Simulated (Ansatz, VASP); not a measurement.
C in VASP and in Ansatz

```xyz
2
Lattice="-1.8538 2.0289 1.0651 1.8538 -2.0289 1.0651 1.8538 2.0289 -1.0651" Properties=species:S:1:pos:R:3 pbc="T T T"
C     1.8538   -1.0145    1.1140
C     0.0000    3.0434   -0.0489
```

Alike in both runs: task single point; functional PBE; k mesh 22 × 22 × 22; occupations gaussian, width 0.1 eV; no spin polarisation.

|  | VASP | Ansatz |
| --- | --- | --- |
| version | VASP 6.6.1 | Ansatz 0.2.0 |
| potentials or method | VASP PAW PBE potentials, release 64 (C), cutoff 520 eV | scalar-relativistic, plane waves, PAW |
| valence electrons in the cell | 8 | 8 |

```csv
,VASP,Ansatz,Ansatz less VASP
gap on the k mesh at the Fermi level (eV),none,none,-
pressure (GPa),-46.3,-46.4,-0.12
"traceless stress, the component that is largest in VASP (GPa)",-26.16,-26.19,-0.034
rms of the force components (eV/Å),0.373,0.374,+0.0008
```

Atom by atom the forces differ by 0.001 eV/Å (rms over components). A gap of «none» marks a metal or a gap that the smearing closes. Both programs put the cell under strong tension, so it lies far from rest at this level.

Noted on VASP's run: the cell as given lies far from equilibrium.
